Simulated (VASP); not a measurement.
# GaN (Cmc2_1) in VASP: notebook

Runs on GaN. Level: r2SCAN. Tasks: single point.

All numbers are computed with VASP 6.6.1; they aren't measurements. Logs are shortened: lines on timing, memory, paths and dates and some standing lists are left out, and cuts for length are marked.

## 1. The cell of the first run

Symmetry: Cmc2_1, No. 36, orthorhombic system. Conventional cell: a = 3.180 Å, b = 5.453 Å, c = 5.166 Å, α = 90.00°, β = 90.00°, γ = 90.00°. Ga (site symmetry m) has 4 N at 1.93 to 1.94 Å within 2.6 Å. N (site symmetry m) has 4 Ga at 1.93 to 1.94 Å within 2.6 Å.

## 2. Single point, r2SCAN (strain -0.0100 x Voigt [0, 1, 0, 0, 0, 0])

POSCAR reads:

```
GaN
1.0
    3.1799996605      0.0000000000      0.0000000000
   -1.5899998303      2.7264208851      0.0000000000
    0.0000000000      0.0000000000      5.1660000000
Ga N
2 2
Direct
    0.3333333333      0.6666666667      0.0000000000
    0.6666666667      0.3333333333      0.5000000000
    0.3333333333      0.6666666667      0.3750000000
    0.6666666667      0.3333333333      0.8750000000
```

INCAR.step1 reads:

```
  PREC = Accurate
  ENCUT = 520
  ISMEAR = 0
  SIGMA = 0.05
  LREAL = False
  LASPH = True
  NELM = 100
  NBANDS = 26
  GGA = PE
  ALGO = Normal
  EDIFF = 1E-4
  LWAVE = True
  LCHARG = False
```

INCAR.step2 reads:

```
  PREC = Accurate
  ENCUT = 520
  EDIFF = 1E-6
  ISMEAR = 0
  SIGMA = 0.05
  LREAL = False
  LASPH = True
  NELM = 100
  ALGO = Normal
  ISIF = 2
  LWAVE = False
  LCHARG = False
  METAGGA = R2SCAN
  LMIXTAU = True
  NBANDS = 26
  ISTART = 1
```

KPOINTS reads:

```
Automatic mesh
0
Gamma
  12 12 6
```

Potentials or basis: VASP PAW PBE potentials, release 64 (Ga_d, N).

On the command line:

```bash
$ cat potpaw_PBE.64/Ga_d/POTCAR potpaw_PBE.64/N/POTCAR > POTCAR
$ cp INCAR.step1 INCAR
$ mpirun -np 1 vasp_std > vasp.out
$ cp INCAR.step2 INCAR
$ mpirun -np 1 vasp_std > vasp.out
```

OUTCAR:

```text
PREC = Accurate
   ENCUT = 520
   EDIFF = 1E-6
   ISMEAR = 0
   LREAL = False
   LASPH = True
   NELM = 100
   ISIF = 2
   METAGGA = R2SCAN
   ISTART = 1

 ion  position               nearest neighbor table
   1  0.333  0.667  0.000-   4 1.93   3 1.94   4 1.94   4 1.94
   2  0.667  0.333  0.500-   3 1.93   4 1.94   3 1.94   3 1.94
   3  0.333  0.667  0.375-   2 1.93   1 1.94   2 1.94   2 1.94
   4  0.667  0.333  0.875-   1 1.93   2 1.94   1 1.94   1 1.94

  Warning from LATTYP: Monoclinic adjustment (A1->A3, A2->A1, A3->A2)!
  LATTYP: Found a base centered orthorhombic cell.
 ALAT       =     3.1799996605
 B/A-ratio  =     1.7147302995
 C/A-ratio  =     1.6245284753

  Lattice vectors:

 A1 = (   1.5899998303,  -2.7264208851,   0.0000000000)
 A2 = (   1.5899998302,   2.7264208851,   0.0000000000)
 A3 = (   0.0000000000,   0.0000000000,   5.1660000000)

Analysis of symmetry for initial positions (statically):
=====================================================================
 Subroutine PRICEL returns:
 Original cell was already a primitive cell.

 Routine SETGRP: Setting up the symmetry group for a
 base centered orthorhombic supercell.

 Subroutine GETGRP returns: Found  4 space group operations
 (whereof  2 operations were pure point group operations)
 out of a pool of  8 trial point group operations.

The static configuration has the point symmetry C_1h.
 The point group associated with its full space group is C_2v.

Analysis of symmetry for dynamics (positions and initial velocities):
=====================================================================
 Subroutine PRICEL returns:
 Original cell was already a primitive cell.

 Routine SETGRP: Setting up the symmetry group for a
 base centered orthorhombic supercell.

 Subroutine GETGRP returns: Found  4 space group operations
 (whereof  2 operations were pure point group operations)
 out of a pool of  8 trial point group operations.

The dynamic configuration has the point symmetry C_1h.
 The point group associated with its full space group is C_2v.

 Subroutine INISYM returns: Found  4 space group operations
 (whereof  2 operations are pure point group operations),
 and found     1 'primitive' translations

----------------------------------------------------------------------------------------

                                     Primitive cell

  volume of cell :      44.7893

  direct lattice vectors                    reciprocal lattice vectors
     3.179999661  0.000000000  0.000000000     0.314465442  0.183390614  0.000000000
    -1.589999830  2.726420885  0.000000000     0.000000000  0.366781228  0.000000000
     0.000000000  0.000000000  5.166000000     0.000000000  0.000000000  0.193573364

  length of vectors
     3.179999661  3.156179701  5.166000000     0.364033833  0.366781228  0.193573364

  position of ions in fractional coordinates (direct lattice)
     0.333333333  0.666666667  0.000000000
     0.666666667  0.333333333  0.500000000
     0.333333333  0.666666667  0.375000000
     0.666666667  0.333333333  0.875000000

  ion indices of the primitive-cell ions
   primitive index   ion index
                 1           1
                 2           2
                 3           3
                 4           4

----------------------------------------------------------------------------------------

 KPOINTS: Automatic mesh

Automatic generation of k-mesh.
 Grid dimensions read from file:
 generate k-points for:   12   12    6

 Generating k-lattice:

  Cartesian coordinates                     Fractional coordinates (reciprocal lattice)
     0.026205454  0.015282551  0.000000000     0.083333333  0.000000000  0.000000000
     0.000000000  0.030565102  0.000000000     0.000000000  0.083333333  0.000000000
     0.000000000  0.000000000  0.032262227     0.000000000  0.000000000  0.166666667

  Length of vectors
     0.030336153  0.030565102  0.032262227

  Shift w.r.t. Gamma in fractional coordinates (k-lattice)
     0.000000000  0.000000000  0.000000000

 Subroutine IBZKPT returns following result:
 ===========================================

 Found    172 irreducible k-points:

 Following reciprocal coordinates:
            Coordinates               Weight
  0.000000  0.000000  0.000000      1.000000
  0.083333  0.000000  0.000000      4.000000
  0.166667  0.000000  0.000000      4.000000
  0.250000 -0.000000  0.000000      4.000000
  0.333333  0.000000  0.000000      4.000000
  0.416667  0.000000  0.000000      4.000000
[... 16 lines left out ...]
  0.333333  0.166667  0.000000      4.000000
  0.416667  0.166667  0.000000      4.000000
 [... further k-points ...]
   k-points           NKPTS =    172   k-points in BZ     NKDIM =    172   number of bands    NBANDS=     26
   number of dos      NEDOS =    301   number of ions     NIONS =      4
   total plane-waves  NPLWV =  23040
   dimension x,y,z NGX =    24 NGY =   24 NGZ =   40
   dimension x,y,z NGXF=    48 NGYF=   48 NGZF=   80
   ions per type =               2   2
   NGX,Y,Z   is equivalent  to a cutoff of  12.55, 12.64, 12.87 a.u.
   NGXF,Y,Z  is equivalent  to a cutoff of  25.09, 25.28, 25.74 a.u.
 SYSTEM =  unknown system
   PREC   = accura    normal or accurate (medium, high low for compatibility)
   ISTART =      1    job   : 0-new  1-cont  2-samecut
   ICHARG =      0    charge: 1-file 2-atom 10-const
   ISPIN  =      1    spin polarized calculation?
   LNONCOLLINEAR =      F non collinear calculations
   LSORBIT =      F    spin-orbit coupling
   LASPH  =      T    aspherical Exc in radial PAW
   ENCUT  =  520.0 eV  38.22 Ry    6.18 a.u.   5.91  5.87  9.61*2*pi/ulx,y,z
   NELM   =    100;   NELMIN=  2; NELMDL=  0     # of ELM steps
   EDIFF  = 0.1E-05   stopping-criterion for ELM
   LREAL  =      F    real-space projection
   EDIFFG = 0.1E-04   stopping-criterion for IOM
   NSW    =      0    number of steps for IOM
   IBRION =     -1    ionic relax: 0-MD 1-quasi-New 2-CG
   NFREE  =      0    steps in history (QN), initial steepest desc. (CG)
   ISIF   =      2    stress and relaxation
   ISYM   =      2    0-nonsym 1-usesym 2-fastsym
   POTIM  = 0.5000    time-step for ionic-motion
   TEBEG  =    0.0;   TEEND  =   0.0 temperature during run
   PSTRESS=    0.0 pullay stress
   NELECT =      36.0000    total number of electrons
   NUPDOWN=      -1.0000    fix difference up-down
   EMIN   =  10.00;   EMAX   =-10.00  energy-range for DOS
   EFERMI =   0.00;   METHOD = LEGACY
   ISMEAR =     0;   SIGMA  =   0.05  broadening in eV -4-tet -1-fermi 0-gaus
   EFERMI_NEDOS =   21; number of points for ismear=-14 and -15
   IALGO  =     38    algorithm
   IMIX   =      4    mixing-type and parameters
     AMIX     =   0.40;   BMIX     =  1.00
     AMIX_MAG =   1.60;   BMIX_MAG =  1.00
  volume/ion in A,a.u.               =      11.20        75.56
  Fermi-wavevector in a.u.,A,eV,Ry     =   1.522127  2.876403 31.522936  2.316870
  Thomas-Fermi vector in A             =   2.630749
   LORBIT       =      0    0 simple, 1 ext, 2 COOP (PROOUT), +10 PAW based schemes
   METAGGA = R2SCAN    functional components
   LHFCALC =     F    Hartree Fock is set to
   AEXX    =    0.0000 exact exchange contribution
   IVDW    =     0    specifies the selected vdW correction
   LEPSILON=     F    determine dielectric tensor
   LRPA    =     F    only Hartree local field effects (RPA)
 non-spin polarized calculation
 Gauss-broadening in eV      SIGMA  =   0.05
  energy-cutoff  :      520.00
  volume of cell :       44.79
 maximum number of plane-waves:      1222
   NGX = 11   NGY = 11   NGZ = 19

 number of electron      36.0000015 magnetization

 Free energy of the ion-electron system (eV)
  ---------------------------------------------------
  ext. energy  EPLUGINS =         0.00000000
  ---------------------------------------------------
  free energy    TOTEN  =       -43.80569917 eV

  energy without entropy =      -43.80569917  energy(sigma->0) =      -43.80569917

 E-fermi :   5.5839     XC(G=0): -12.7554

 val. band max:        5.3051165403   @ k =   0.0000   0.0000   0.0000
 cond. band min:       7.7142702298   @ k =   0.0000   0.0000   0.0000
 fundamental gap:      2.4091536895
 Fermi energy:         5.5839104850

 k-point     1 :       0.0000    0.0000    0.0000
  band No.  band energies     occupation
      1     -11.6764      2.00000
      2     -10.6210      2.00000
      3      -8.5746      2.00000
      4      -8.5542      2.00000
      5      -8.5507      2.00000
      6      -8.4825      2.00000
[... 18 lines left out ...]
     25      17.8188      0.00000
     26      17.9952      0.00000

 k-point     2 :       0.0833    0.0000    0.0000
  band No.  band energies     occupation
      1     -11.6053      2.00000
      2     -10.5998      2.00000
      3      -8.5665      2.00000
      4      -8.5410      2.00000
      5      -8.5316      2.00000
      6      -8.4726      2.00000
[... 18 lines left out ...]
     25      17.4882      0.00000
     26      18.1179      0.00000

 k-point     3 :       0.1667    0.0000    0.0000
  band No.  band energies     occupation
      1     -11.4096      2.00000
      2     -10.5465      2.00000
      3      -8.5406      2.00000
      4      -8.5143      2.00000
      5      -8.4708      2.00000
      6      -8.4330      2.00000
[... 18 lines left out ...]
     25      17.5246      0.00000
     26      18.4894      0.00000

 k-point     4 :       0.2500   -0.0000    0.0000
  band No.  band energies     occupation
      1     -11.1422      2.00000
      2     -10.4849      2.00000
      3      -8.5124      2.00000
      4      -8.4866      2.00000
      5      -8.4139      2.00000
      6      -8.3693      2.00000
[... 18 lines left out ...]
     25      17.5618      0.00000
     26      18.9565      0.00000

 k-point     5 :       0.3333    0.0000    0.0000
  band No.  band energies     occupation
      1     -10.8834      2.00000
      2     -10.4376      2.00000
      3      -8.4955      2.00000
      4      -8.4705      2.00000
      5      -8.3756      2.00000
      6      -8.3164      2.00000
[... 18 lines left out ...]
     25      17.7489      0.00000
     26      19.4029      0.00000

 k-point     6 :       0.4167    0.0000    0.0000
  band No.  band energies     occupation
      1     -10.7056      2.00000
      2     -10.4139      2.00000
      3      -8.4922      2.00000
      4      -8.4655      2.00000
      5      -8.3575      2.00000
      6      -8.2994      2.00000
[... 427 lines left out ...]
 k-point    21 :       0.1667    0.1667    0.0000
  band No.  band energies     occupation
      1     -11.0041      2.00000
      2     -10.4582      2.00000
      3      -8.4961      2.00000
      4      -8.4757      2.00000
      5      -8.3935      2.00000
      6      -8.3711      2.00000
[... 18 lines left out ...]
     25      17.2239      0.00000
     26      19.5437      0.00000

 k-point    22 :       0.2500    0.1667    0.0000
  band No.  band energies     occupation
      1     -10.7862      2.00000
      2     -10.4255      2.00000
      3      -8.5036      2.00000
      4      -8.4455      2.00000
      5      -8.3536      2.00000
      6      -8.3281      2.00000
[... 18 lines left out ...]
     25      16.9409      0.00000
     26      20.0083      0.00000

 k-point    23 :       0.3333    0.1667    0.0000
  band No.  band energies     occupation
      1     -10.6343      2.00000
      2     -10.4141      2.00000
      3      -8.5132      2.00000
      4      -8.4311      2.00000
      5      -8.3191      2.00000
      6      -8.3058      2.00000
[... 18 lines left out ...]
     25      17.8445      0.00000
     26      19.8002      0.00000

 k-point    24 :       0.4167    0.1667    0.0000
  band No.  band energies     occupation
      1     -10.5794      2.00000
      2     -10.4155      2.00000
      3      -8.5174      2.00000
      4      -8.4279      2.00000
      5      -8.3098      2.00000
      6      -8.3014      2.00000
[... 18 lines left out ...]
     25      18.8349      0.00000
     26      19.4464      0.00000

 [... further k-points ...]

------------------------ aborting loop because EDIFF is reached ----------------------------------------

  FORCE on cell =-STRESS in cart. coord.  units (eV):
  Direction    XX          YY          ZZ          XY          YZ          ZX
  --------------------------------------------------------------------------------------
  -------------------------------------------------------------------------------------
  Total        0.7363374      1.6732671      1.1725800     -0.0000000      0.0000000      0.0000000
  in kB       26.3398345     59.8551446     41.9448526     -0.0000000      0.0000000      0.0000000
  external PRESSURE =      42.7132772 kB  Pullay stress =       0.0000000 kB

 VOLUME and BASIS-vectors are now :
 -----------------------------------------------------------------------------
  energy-cutoff  :      520.00
  volume of cell :       44.79
      direct lattice vectors                 reciprocal lattice vectors
     3.179999661  0.000000000  0.000000000     0.314465442  0.183390614  0.000000000
    -1.589999830  2.726420885  0.000000000     0.000000000  0.366781228  0.000000000
     0.000000000  0.000000000  5.166000000     0.000000000  0.000000000  0.193573364

 POSITION                                       TOTAL-FORCE (eV/Angst)
 -----------------------------------------------------------------------------------
     -0.00000      1.81761      0.00000         0.000000     -0.091123     -0.077145
      1.59000      0.90881      2.58300        -0.000000      0.091123     -0.077145
     -0.00000      1.81761      1.93725         0.000000     -0.107273      0.077145
      1.59000      0.90881      4.52025        -0.000000      0.107273      0.077145
 -----------------------------------------------------------------------------------
    total drift:                                0.000002      0.000003      0.050557

  FREE ENERGIE OF THE ION-ELECTRON SYSTEM (eV)
  ---------------------------------------------------
  free  energy   TOTEN  =       -43.8056991692 eV

  energy  without entropy=      -43.8056991692  energy(sigma->0) =      -43.80569917
```

Wall time 8.2 min (1 thread of Intel Xeon Platinum 8488C (Sapphire Rapids), shared host); peak memory 0.28 GiB.

What came out:

```
Free energy            : -43.8057 eV
Pressure               : 4.3 GPa
Largest force          : 0.132 eV/Å
Band gap on the k mesh : 2.41 eV, direct
```

Forces in eV/Å, atoms in the order of the input:
```
Ga   0.000 -0.091 -0.077
Ga   0.000  0.091 -0.077
N    0.000 -0.107  0.077
N    0.000  0.107  0.077
```

Levels at points of the mesh, in eV from the valence-band top:
| k point | band 15 | band 16 | band 17 | band 18 | band 19 | band 20 | band 21 | band 22 |
| --- | --- | --- | --- | --- | --- | --- | --- | --- |
| (0.00, 0.00, 0.00) | -1.09 | -0.10 | -0.04 | 0.00 | 2.41 | 4.92 | 9.99 | 10.59 |
| (0.50, 0.00, 0.00) | -4.44 | -2.87 | -2.34 | -1.04 | 5.68 | 6.21 | 6.52 | 9.42 |
| (0.00, 0.50, 0.00) | -4.39 | -2.98 | -2.35 | -1.12 | 5.50 | 6.10 | 6.57 | 9.49 |
| (0.00, 0.00, 0.50) | -0.60 | -0.60 | -0.56 | -0.56 | 4.84 | 4.84 | 9.23 | 9.23 |
| (0.50, 0.00, 0.50) | -2.06 | -2.06 | -2.02 | -2.02 | 4.92 | 4.92 | 8.52 | 8.52 |
| (0.00, 0.50, 0.50) | -2.12 | -2.12 | -2.03 | -2.03 | 4.85 | 4.85 | 8.47 | 8.47 |

Caveat: the cell differs from its parent crystal (strain -0.0100 x Voigt [0, 1, 0, 0, 0, 0]); the PAW data sets were made with another functional, which shifts forces and pressure a little.

(Continued in part 2 of 2.)
